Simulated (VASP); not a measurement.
# NaCl (P6_3/mmc) in VASP: further runs

NaCl is run at these levels: PBE, PBEsol, r2SCAN; tasks: single point.

Program: VASP 6.6.1. These are calculated values, not measurements. Logs are shortened: lines on timing, memory, paths and dates and some standing lists are left out, and cuts for length are marked.

### Step 1. The cell of the first run

Symmetry: P6_3/mmc, No. 194, hexagonal system. The conventional cell has a = 4.721 Å, b = 4.721 Å, c = 5.569 Å, α = 90.00°, β = 90.00°, γ = 120.00°. Within 3.6 Å of Na (site symmetry -6m2) lie 5 Cl at 2.73 to 2.78 Å. Within 3.6 Å of Cl (site symmetry -6m2) lie 5 Na at 2.73 to 2.78 Å.

### Step 2. Single point, PBE

File INCAR:

```
  PREC = Accurate
  ENCUT = 520
  EDIFF = 1E-6
  ISMEAR = 0
  SIGMA = 0.01
  LREAL = False
  LASPH = True
  NELM = 80
  ALGO = Normal
  ISIF = 2
  LWAVE = False
  LCHARG = False
  GGA = PE
  NBANDS = 22
```

File KPOINTS:

```
Automatic mesh
0
Gamma
  6 6 4
```

File POSCAR:

```
NaCl
1.0
    4.7210755744      0.0000000000      0.0000000000
   -2.3605377872      4.0885713806      0.0000000000
    0.0000000000      0.0000000000      5.5694831084
Na Cl
2 2
Direct
    0.3333333333      0.6666666667     -0.0624973378
    0.6666666667      0.3333333333      0.4375026622
    0.3333333333      0.6666666667      0.4374973378
    0.6666666667      0.3333333333      0.9374973378
```

Potentials or basis: VASP PAW PBE potentials, release 64 (Na_pv, Cl).

Started as:

```bash
cat potpaw_PBE.64/Na_pv/POTCAR potpaw_PBE.64/Cl/POTCAR > POTCAR
mpirun -np 1 vasp_std > vasp.out
```

OUTCAR:

```text
PREC = Accurate
   ENCUT = 520
   EDIFF = 1E-6
   ISMEAR = 0
   LREAL = False
   LASPH = True
   NELM = 80
   ISIF = 2
   GGA = PE

 ion  position               nearest neighbor table
   1  0.333  0.667  0.938-   4 2.73   4 2.73   4 2.73
   2  0.667  0.333  0.438-   3 2.73   3 2.73   3 2.73
   3  0.333  0.667  0.437-   2 2.73   2 2.73   2 2.73
   4  0.667  0.333  0.937-   1 2.73   1 2.73   1 2.73

  LATTYP: Found a hexagonal cell.
 ALAT       =     4.7210755744
 C/A-ratio  =     1.1797064081

  Lattice vectors:

 A1 = (   4.7210755744,   0.0000000000,   0.0000000000)
 A2 = (  -2.3605377872,   4.0885713806,   0.0000000000)
 A3 = (   0.0000000000,   0.0000000000,   5.5694831084)

Analysis of symmetry for initial positions (statically):
=====================================================================
 Subroutine PRICEL returns:
 Original cell was already a primitive cell.

 Routine SETGRP: Setting up the symmetry group for a
 hexagonal supercell.

 Subroutine GETGRP returns: Found 12 space group operations
 (whereof  6 operations were pure point group operations)
 out of a pool of 24 trial point group operations.

The static configuration has the point symmetry C_3v.
 The point group associated with its full space group is C_6v.

Analysis of symmetry for dynamics (positions and initial velocities):
=====================================================================
 Subroutine PRICEL returns:
 Original cell was already a primitive cell.

 Routine SETGRP: Setting up the symmetry group for a
 hexagonal supercell.

 Subroutine GETGRP returns: Found 12 space group operations
 (whereof  6 operations were pure point group operations)
 out of a pool of 24 trial point group operations.

The dynamic configuration has the point symmetry C_3v.
 The point group associated with its full space group is C_6v.

 Subroutine INISYM returns: Found 12 space group operations
 (whereof  6 operations are pure point group operations),
 and found     1 'primitive' translations

----------------------------------------------------------------------------------------

                                     Primitive cell

  volume of cell :     107.5047

  direct lattice vectors                    reciprocal lattice vectors
     4.721075574  0.000000000  0.000000000     0.211816139  0.122292105  0.000000000
    -2.360537787  4.088571381  0.000000000     0.000000000  0.244584210  0.000000000
     0.000000000  0.000000000  5.569483108     0.000000000  0.000000000  0.179549876

  length of vectors
     4.721075574  4.721075574  5.569483108     0.244584210  0.244584210  0.179549876

  position of ions in fractional coordinates (direct lattice)
     0.333333333  0.666666667  0.937502662
     0.666666667  0.333333333  0.437502662
     0.333333333  0.666666667  0.437497338
     0.666666667  0.333333333  0.937497338

  ion indices of the primitive-cell ions
   primitive index   ion index
                 1           1
                 2           2
                 3           3
                 4           4

----------------------------------------------------------------------------------------

 KPOINTS: Automatic mesh

Automatic generation of k-mesh.
 Grid dimensions read from file:
 generate k-points for:    6    6    4

 Generating k-lattice:

  Cartesian coordinates                     Fractional coordinates (reciprocal lattice)
     0.035302690  0.020382017  0.000000000     0.166666667  0.000000000  0.000000000
     0.000000000  0.040764035  0.000000000     0.000000000  0.166666667  0.000000000
     0.000000000  0.000000000  0.044887469     0.000000000  0.000000000  0.250000000

  Length of vectors
     0.040764035  0.040764035  0.044887469

  Shift w.r.t. Gamma in fractional coordinates (k-lattice)
     0.000000000  0.000000000  0.000000000

 Subroutine IBZKPT returns following result:
 ===========================================

 Found     21 irreducible k-points:

 Following reciprocal coordinates:
            Coordinates               Weight
  0.000000  0.000000  0.000000      1.000000
  0.166667  0.000000  0.000000      6.000000
  0.333333  0.000000  0.000000      6.000000
  0.500000 -0.000000  0.000000      3.000000
  0.166667  0.166667  0.000000      6.000000
  0.333333  0.166667  0.000000     12.000000
[... 13 lines left out ...]
  0.333333  0.166667  0.500000     12.000000
  0.333333  0.333333  0.500000      2.000000
   k-points           NKPTS =     21   k-points in BZ     NKDIM =     21   number of bands    NBANDS=     22
   number of dos      NEDOS =    301   number of ions     NIONS =      4
   total plane-waves  NPLWV =  54432
   dimension x,y,z NGX =    36 NGY =   36 NGZ =   42
   dimension x,y,z NGXF=    72 NGYF=   72 NGZF=   84
   ions per type =               2   2
   NGX,Y,Z   is equivalent  to a cutoff of  12.68, 12.68, 12.54 a.u.
   NGXF,Y,Z  is equivalent  to a cutoff of  25.35, 25.35, 25.07 a.u.
 SYSTEM =  unknown system
[... 78 lines left out ...]
  band No.  band energies     occupation
      1     -22.5470      2.00000
      2     -22.5462      2.00000
      3     -22.5435      2.00000
      4     -22.5398      2.00000
      5     -22.5376      2.00000
      6     -22.5256      2.00000
[... 14 lines left out ...]
     21       9.0801      0.00000
     22       9.3871      0.00000

 k-point     3 :       0.3333    0.0000    0.0000
  band No.  band energies     occupation
      1     -22.5497      2.00000
      2     -22.5473      2.00000
      3     -22.5439      2.00000
      4     -22.5402      2.00000
      5     -22.5375      2.00000
      6     -22.5285      2.00000
[... 14 lines left out ...]
     21       9.4546      0.00000
     22       9.7590      0.00000

 k-point     4 :       0.5000   -0.0000    0.0000
  band No.  band energies     occupation
      1     -22.5511      2.00000
      2     -22.5478      2.00000
      3     -22.5460      2.00000
      4     -22.5377      2.00000
      5     -22.5375      2.00000
      6     -22.5309      2.00000
[... 14 lines left out ...]
     21       9.9731      0.00000
     22      10.3949      0.00000

 k-point     5 :       0.1667    0.1667    0.0000
  band No.  band energies     occupation
      1     -22.5486      2.00000
      2     -22.5475      2.00000
      3     -22.5427      2.00000
      4     -22.5412      2.00000
      5     -22.5377      2.00000
      6     -22.5277      2.00000
[... 14 lines left out ...]
     21       9.2432      0.00000
     22       9.4537      0.00000

 k-point     6 :       0.3333    0.1667    0.0000
  band No.  band energies     occupation
      1     -22.5502      2.00000
      2     -22.5484      2.00000
      3     -22.5460      2.00000
      4     -22.5378      2.00000
      5     -22.5377      2.00000
      6     -22.5309      2.00000
[... 14 lines left out ...]
     21       9.6839      0.00000
     22      10.0195      0.00000

 k-point     7 :       0.3333    0.3333    0.0000
  band No.  band energies     occupation
      1     -22.5495      2.00000
      2     -22.5484      2.00000
      3     -22.5484      2.00000
      4     -22.5380      2.00000
      5     -22.5343      2.00000
      6     -22.5343      2.00000
[... 249 lines left out ...]
      6     -22.5303      2.00000
[... 14 lines left out ...]
     21       9.0441      0.00000
     22       9.0441      0.00000

 k-point    18 :       0.5000   -0.0000    0.5000
  band No.  band energies     occupation
      1     -22.5561      2.00000
      2     -22.5561      2.00000
      3     -22.5426      2.00000
      4     -22.5426      2.00000
      5     -22.5292      2.00000
      6     -22.5292      2.00000
[... 14 lines left out ...]
     21       9.2408      0.00000
     22       9.2408      0.00000

 k-point    19 :       0.1667    0.1667    0.5000
  band No.  band energies     occupation
      1     -22.5519      2.00000
      2     -22.5519      2.00000
      3     -22.5424      2.00000
      4     -22.5424      2.00000
      5     -22.5308      2.00000
      6     -22.5308      2.00000
[... 14 lines left out ...]
     21       9.3892      0.00000
     22       9.3892      0.00000

 k-point    20 :       0.3333    0.1667    0.5000
  band No.  band energies     occupation
      1     -22.5558      2.00000
      2     -22.5558      2.00000
      3     -22.5431      2.00000
      4     -22.5431      2.00000
      5     -22.5291      2.00000
      6     -22.5291      2.00000
[... 14 lines left out ...]
     21       9.7457      0.00000
     22       9.7457      0.00000

 k-point    21 :       0.3333    0.3333    0.5000
  band No.  band energies     occupation
      1     -22.5567      2.00000
      2     -22.5567      2.00000
      3     -22.5437      2.00000
      4     -22.5437      2.00000
      5     -22.5285      2.00000
      6     -22.5285      2.00000
[... 14 lines left out ...]
     21      10.3555      0.00000
     22      10.3555      0.00000

------------------------ aborting loop because EDIFF is reached ----------------------------------------

  FORCE on cell =-STRESS in cart. coord.  units (eV):
  Direction    XX          YY          ZZ          XY          YZ          ZX
  --------------------------------------------------------------------------------------
  -------------------------------------------------------------------------------------
  Total        0.5095481      0.5095481      0.6551588      0.0000000      0.0000000      0.0000000
  in kB        7.5939606      7.5939606      9.7640439      0.0000000      0.0000000      0.0000000
  external PRESSURE =       8.3173217 kB  Pullay stress =       0.0000000 kB

 VOLUME and BASIS-vectors are now :
 -----------------------------------------------------------------------------
  energy-cutoff  :      520.00
  volume of cell :      107.50
      direct lattice vectors                 reciprocal lattice vectors
     4.721075574  0.000000000  0.000000000     0.211816139  0.122292105  0.000000000
    -2.360537787  4.088571381  0.000000000     0.000000000  0.244584210  0.000000000
     0.000000000  0.000000000  5.569483108     0.000000000  0.000000000  0.179549876

 POSITION                                       TOTAL-FORCE (eV/Angst)
 -----------------------------------------------------------------------------------
     -0.00000      2.72571      5.22141        -0.000000      0.000000      0.000025
      2.36054      1.36286      2.43666         0.000000     -0.000000      0.000025
     -0.00000      2.72571      2.43663         0.000000     -0.000000     -0.000025
      2.36054      1.36286      5.22138         0.000000      0.000000     -0.000025
 -----------------------------------------------------------------------------------
    total drift:                               -0.000000     -0.000000      0.000482

  FREE ENERGIE OF THE ION-ELECTRON SYSTEM (eV)
  ---------------------------------------------------
  free  energy   TOTEN  =       -13.4192723094 eV

  energy  without entropy=      -13.4192723094  energy(sigma->0) =      -13.41927231
```

It took 19 s on 1 thread of Intel Xeon Platinum 8559C (Emerald Rapids), shared host; peak memory 0.23 GiB.

What came out:

* Free energy: -13.4193 eV
* Pressure: 0.8 GPa
* Band gap on the k mesh: 4.84 eV

Levels at points of the mesh, in eV from the valence-band top:
```tsv
k point	band 10	band 11	band 12	band 13	band 14	band 15	band 16	band 17	band 18	band 19
(0.00, 0.00, 0.00)	-0.78	-0.78	-0.32	-0.32	0.00	4.84	7.66	9.79	9.79	10.88
(0.50, 0.00, 0.00)	-1.00	-0.98	-0.79	-0.51	-0.23	7.27	7.60	8.83	8.90	9.81
(0.00, 0.00, 0.50)	-0.97	-0.56	-0.56	-0.56	-0.56	6.62	6.62	9.68	9.68	9.68
(0.50, 0.00, 0.50)	-1.58	-0.65	-0.65	-0.26	-0.26	7.35	7.35	9.88	9.88	10.42
```

### Step 3. Single point, PBEsol

File INCAR:

```
PREC = Accurate
ENCUT = 520
EDIFF = 1E-6
ISMEAR = 0
SIGMA = 0.01
LREAL = F
LASPH = T
NELM = 80
ALGO = Normal
ISIF = 2
LWAVE = F
LCHARG = T
GGA = PS
LELF = T
LVHAR = T
NBANDS = 22
```

KPOINTS is that of step 2.

POSCAR is that of step 2.

Potentials or basis: VASP PAW PBE potentials, release 64 (Na_pv, Cl).

Started as:

```bash
cat potpaw_PBE.64/Na_pv/POTCAR potpaw_PBE.64/Cl/POTCAR > POTCAR
mpirun -np 1 vasp_std > vasp.out
```

Run time: 24 s. Hardware: 1 thread of Intel Xeon Platinum 8559C (Emerald Rapids), shared host; peak memory 0.23 GiB.

The run converged. Its results:

```
Free energy            : -13.8053 eV
Pressure               : 0.0 GPa
Band gap on the k mesh : 4.73 eV
```

Levels at points of the mesh, in eV from the valence-band top:
| k point | band 12 | band 13 | band 14 | band 15 | band 16 | band 17 |
| --- | --- | --- | --- | --- | --- | --- |
| (0.00, 0.00, 0.00) | -0.32 | -0.32 | 0.00 | 4.73 | 7.61 | 9.70 |
| (0.50, 0.00, 0.00) | -0.80 | -0.53 | -0.23 | 7.18 | 7.50 | 8.70 |
| (0.00, 0.00, 0.50) | -0.57 | -0.57 | -0.57 | 6.54 | 6.54 | 9.58 |
| (0.50, 0.00, 0.50) | -0.66 | -0.27 | -0.27 | 7.24 | 7.24 | 9.81 |

Caveat: the PAW data sets were made with another functional, which shifts forces and pressure a little.

### Step 4. Single point, r2SCAN

POSCAR is that of step 3.

File INCAR.step1:

```
SYSTEM = NaCl
ALGO     = Normal         ! electronic algorithm
EDIFF    = 1E-4           ! SCF threshold, eV
ENCUT    = 520            ! plane-wave cutoff, eV
GGA      = PE             ! functional
ISMEAR   = 0              ! smearing method
LASPH    = .True.         ! aspherical terms in the spheres
LCHARG   = .False.        ! write CHGCAR
LREAL    = .False.        ! projectors in reciprocal space
LWAVE    = .True.         ! write WAVECAR
NBANDS   = 22             ! bands
NELM     = 60             ! most SCF steps
PREC     = Accurate       ! precision mode
SIGMA    = 0.01           ! smearing width, eV
```

File INCAR.step2:

```
SYSTEM = NaCl
ALGO     = Normal         ! electronic algorithm
EDIFF    = 1E-6           ! SCF threshold, eV
ENCUT    = 520            ! plane-wave cutoff, eV
ISIF     = 2              ! what is computed and relaxed
ISMEAR   = 0              ! smearing method
ISTART   = 1            
LASPH    = .True.         ! aspherical terms in the spheres
LCHARG   = .False.        ! write CHGCAR
LMIXTAU  = .True.       
LREAL    = .False.        ! projectors in reciprocal space
LWAVE    = .False.        ! write WAVECAR
METAGGA  = R2SCAN         ! meta-GGA
NBANDS   = 22             ! bands
NELM     = 60             ! most SCF steps
PREC     = Accurate       ! precision mode
SIGMA    = 0.01           ! smearing width, eV
```

File KPOINTS:

```
k-points
0
Gamma
  6 6 4
  0 0 0
```

Started as:

```bash
cat potpaw_PBE.64/Na_pv/POTCAR potpaw_PBE.64/Cl/POTCAR > POTCAR
cp INCAR.step1 INCAR
mpirun -np 1 vasp_std > vasp.out
cp INCAR.step2 INCAR
mpirun -np 1 vasp_std > vasp.out
```

It took 81 s on 1 thread of Intel Xeon Platinum 8559C (Emerald Rapids), shared host; peak memory 0.24 GiB.

It converged, with:

- Free energy: -27.3398 eV
- Pressure: -0.2 GPa
- Largest force: 0.011 eV/Å
- Band gap on the k mesh: 5.47 eV

Forces in eV/Å, atoms in the order of the input:
```
Na   0.000  0.000  0.011
Na   0.000  0.000  0.011
Cl   0.000  0.000 -0.011
Cl   0.000  0.000 -0.011
```

Levels at points of the mesh, in eV from the valence-band top:
| k point | band 10 | band 11 | band 12 | band 13 | band 14 | band 15 | band 16 | band 17 | band 18 | band 19 |
| --- | --- | --- | --- | --- | --- | --- | --- | --- | --- | --- |
| (0.00, 0.00, 0.00) | -0.80 | -0.80 | -0.34 | -0.34 | 0.00 | 5.47 | 8.50 | 10.48 | 10.48 | 11.50 |
| (0.50, 0.00, 0.00) | -1.02 | -1.00 | -0.78 | -0.52 | -0.24 | 7.73 | 8.47 | 9.33 | 9.84 | 10.44 |
| (0.00, 0.00, 0.50) | -0.96 | -0.58 | -0.58 | -0.58 | -0.58 | 7.24 | 7.24 | 10.39 | 10.39 | 10.39 |
| (0.50, 0.00, 0.50) | -1.58 | -0.66 | -0.66 | -0.27 | -0.27 | 7.89 | 7.89 | 10.77 | 10.77 | 11.24 |

Caveat: the PAW data sets were made with another functional, which shifts forces and pressure a little.

### Step 5. Single point, r2SCAN

POSCAR is that of step 4.

File INCAR.step1:

```
ALGO = Normal
EDIFF = 1E-4
ENCUT = 520
GGA = PE
ISMEAR = 0
LASPH = T
LCHARG = F
LREAL = F
LWAVE = T
NBANDS = 22
NELM = 60
PREC = Accurate
SIGMA = 0.01
```

File INCAR.step2:

```
ALGO = Normal
EDIFF = 1E-6
ENCUT = 520
ISIF = 2
ISMEAR = 0
ISTART = 1
LASPH = T
LCHARG = F
LMIXTAU = T
LREAL = F
LWAVE = F
METAGGA = R2SCAN
NBANDS = 22
NELM = 60
PREC = Accurate
SIGMA = 0.01
```

File KPOINTS:

```
k-points
0
Gamma
  6 6 4
```

Started as:

```bash
cat potpaw_PBE.64/Na_pv/POTCAR potpaw_PBE.64/Cl/POTCAR > POTCAR
cp INCAR.step1 INCAR
mpirun -np 1 vasp_std > vasp.out
cp INCAR.step2 INCAR
mpirun -np 1 vasp_std > vasp.out
```

Wall time 74 s (1 thread of Intel Xeon Platinum 8559C (Emerald Rapids), shared host); peak memory 0.24 GiB.

The run converged. Its results:

| Item | Value |
| --- | --- |
| Free energy | -27.3398 eV |
| Pressure | -0.2 GPa |
| Largest force | 0.011 eV/Å |
| Band gap on the k mesh | 5.47 eV |

Forces on the atoms (eV/Å):
```
Na   0.000  0.000  0.011
Na   0.000  0.000  0.011
Cl   0.000  0.000 -0.011
Cl   0.000  0.000 -0.011
```

Levels at points of the mesh, in eV from the valence-band top:
| k point | band 11 | band 12 | band 13 | band 14 | band 15 | band 16 | band 17 | band 18 |
| --- | --- | --- | --- | --- | --- | --- | --- | --- |
| (0.00, 0.00, 0.00) | -0.80 | -0.34 | -0.34 | 0.00 | 5.47 | 8.50 | 10.48 | 10.48 |
| (0.50, 0.00, 0.00) | -1.00 | -0.78 | -0.52 | -0.24 | 7.73 | 8.47 | 9.33 | 9.84 |
| (0.00, 0.00, 0.50) | -0.58 | -0.58 | -0.58 | -0.58 | 7.24 | 7.24 | 10.39 | 10.39 |
| (0.50, 0.00, 0.50) | -0.66 | -0.66 | -0.27 | -0.27 | 7.89 | 7.89 | 10.77 | 10.77 |

Caveat: the PAW data sets were made with another functional, which shifts forces and pressure a little.

### Step 6. Summary

```csv
level,gap on the mesh (eV),pressure (GPa)
PBE,4.84,0.8
PBEsol,4.73,0.0
r2SCAN,5.47,-0.2
```

Alike in all rows: task single point; potentials or basis VASP PAW PBE potentials, release 64 (Na_pv, Cl); no spin polarisation; cell as given; k mesh 6 × 6 × 4; cutoff (eV) 520; smearing gaussian 0.01 eV.

On the cell as given the gap runs from 4.73 eV (PBEsol) to 5.47 eV (r2SCAN). The pressure there spans -0.2 GPa (r2SCAN) to 0.8 GPa (PBE); a positive pressure means that this level wants a larger cell, a negative one a smaller.

Caveats: the PAW data sets were made with another functional, which shifts forces and pressure a little (at least some runs).

Absolute energies hang on the potentials; compare differences alone.
